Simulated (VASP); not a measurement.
In:

```
In
1.0
     1.66964    0.96397    8.20746
    -1.66964    0.96397    8.20746
     0.00000   -1.92793    8.20746
In
3
Cartesian
  0.0000 0.0000 0.0000
  0.0000 0.0000 19.1565
  0.0000 0.0000 5.4659
```

Base run:

* Program: VASP 6.6.1
* Functional: PBEsol
* Potentials or basis: VASP PAW PBE potentials, release 64 (In_d)
* Cutoff: 520 eV
* k mesh: 10 × 10 × 10
* Occupations: fermi-dirac, width 0.15 eV
* Spin: no spin polarisation

Its results: band gap on the k mesh zero (an odd number of electrons rules out a gap without spin polarisation); pressure -1.2 GPa; largest force 0.024 eV/Å.

**Question.** The run is repeated on the same cell with these changes: functional from PBEsol to LDA; potentials or basis from VASP PAW PBE potentials, release 64 (In_d) to VASP PAW LDA potentials, release 64 (In_d). What comes out?

**Answer.** Band gap on the k mesh zero (an odd number of electrons rules out a gap without spin polarisation); pressure -2.8 GPa; largest force 0.018 eV/Å.

Caveats: spin-orbit coupling is left out, which moves the levels of the heavy elements; the PAW data sets were made with another functional, which shifts forces and pressure a little (at least some runs).
